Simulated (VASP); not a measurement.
**ZnSe: single point with LDA**

The system is ZnSe.

```xyz
2
Lattice="0.0000 2.8338 2.8338 2.8338 0.0000 2.8338 2.8338 2.8338 0.0000" Properties=species:S:1:pos:R:3 pbc="T T T"
Zn    0.0000    0.0000    0.0000
Se    4.2507    4.2507    4.2507
```

```json
{"Program": "VASP 6.6.1", "Task": "single point", "Functional": "LDA", "Potentials or basis": "VASP PAW LDA potentials, release 64 (Zn, Se)", "Cutoff": "520 eV", "k mesh": "8 × 8 × 8", "Occupations": "gaussian, width 0.05 eV", "Spin": "no spin polarisation"}
```

- Pressure: -3.1 GPa
- Band gap on the k mesh: 1.07 eV, direct

Levels at points of the mesh, in eV from the valence-band top:
```tsv
k point	band 6	band 7	band 8	band 9	band 10	band 11	band 12	band 13
(0.00, 0.00, 0.00)	-6.32	0.00	0.00	0.00	1.07	5.70	5.70	5.70
(0.50, 0.00, 0.00)	-6.16	-5.29	-0.87	-0.87	2.37	6.28	6.28	8.35
(0.50, 0.50, 0.00)	-6.14	-4.83	-2.20	-2.20	2.81	3.33	10.52	11.08
```

It took 27 s on 1 thread of Intel Xeon 8259CL (shared host), peak memory 0.16 GiB.
